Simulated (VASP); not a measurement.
Here is a VASP 6.6.1 calculation.

The input INCAR:

```
ALGO = Normal
EDIFF = 1E-7
ENCUT = 520
GGA = PE
ISIF = 2
ISMEAR = 0
LASPH = True
LCHARG = True
LELF = True
LREAL = False
LVHAR = True
LWAVE = False
NBANDS = 11
NELM = 60
PREC = Accurate
SIGMA = 0.15
```

File KPOINTS:

```
k-points
0
Gamma
  20 20 20
```

The input POSCAR:

```
Pt
1.0
   -0.0992482356      1.9551902408      1.9551902408
    1.9551902408     -0.0992482356      1.9551902408
    1.9551902408      1.9551902408     -0.0992482356
Pt
1
Direct
    0.0000000000      0.0000000000      0.0000000000
```

Potentials or basis: VASP PAW PBE potentials, release 64 (Pt).

The run is started by

```console
$ cat potpaw_PBE.64/Pt/POTCAR > POTCAR
$ mpirun -np 1 vasp_std > vasp.out
```

Task: Estimate the pressure.

Result: -5.5 GPa.

Task: Estimate the band gap on the k mesh.

Result: Zero (bands 5 and 6 overlap by 2.35 eV).

Stress tensor (GPa, compression positive):
```
-5.48  2.94  2.94
 2.94 -5.48  2.94
 2.94  2.94 -5.48
```

Caveat: the cell stands under tension; spin-orbit coupling is left out, which moves the levels of the heavy elements.
